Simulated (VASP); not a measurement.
SnPb3S4: single point with PBE

The system is SnPb3S4.

```
Sn Pb S
1.0
     5.97288    0.00000    0.00000
     0.00000    5.97288    0.00000
    -2.98644   -2.98644    5.97206
Sn Pb S
1 3 4
Direct
  0.50000 0.50000 0.00000
  0.25000 0.75000 0.50000
  0.75000 0.25000 0.50000
  0.00000 0.00000 0.00000
  0.50000 0.00000 0.00000
  0.74589 0.74589 0.49179
  0.00000 0.50000 0.00000
  0.25411 0.25411 0.50821
```

```yaml
Program: VASP 6.6.1
Task: single point
Functional: PBE
Potentials_or_basis: VASP PAW PBE potentials, release 64 (Sn_d, Pb_d, S)
Cutoff: 520 eV
k_mesh: 4 × 4 × 4
Occupations: gaussian, width 0.2 eV
Spin: no spin polarisation
Dipole_correction: no
Further_INCAR_settings: ALGO = Normal; EDIFF = 1e-06; NBANDS = 50
```

```json
{
 "Pressure": "-0.1 GPa",
 "Largest force": "0.023 eV/Å",
 "Band gap on the k mesh": "0.01 eV"
}
```

Forces on the atoms (eV/Å):
```
Sn   0.000  0.000  0.000
Pb   0.000  0.000  0.000
Pb   0.000  0.000  0.000
Pb   0.000  0.000  0.000
S    0.000  0.000  0.000
S    0.000  0.000 -0.023
S    0.000  0.000  0.000
S    0.000  0.000  0.023
```

Stress tensor (GPa, compression positive):
```
 0.09  0.00  0.00
 0.00  0.09  0.00
 0.00  0.00 -0.39
```

Levels at points of the mesh, in eV from the valence-band top:
```csv
k point,band 38,band 39,band 40,band 41,band 42,band 43
"(0.00, 0.00, 0.00)",-2.45,-1.36,-1.26,1.66,1.84,3.47
"(0.50, 0.00, 0.00)",-1.55,-1.37,-1.19,1.34,1.56,1.60
"(0.50, 0.50, 0.00)",-1.08,-0.42,0.00,0.01,0.03,0.97
"(0.00, 0.00, 0.50)",-3.10,-2.04,-1.91,1.93,2.06,3.47
```

Wall time 83 s on 1 thread of Intel(R) Xeon(R) 6975P-C (Granite Rapids), with other jobs on the host, peak memory 0.41 GiB.

Caveat: the smearing spreads over this small gap; spin-orbit coupling is left out, which moves the levels of the heavy elements. A k mesh can miss the band edges.
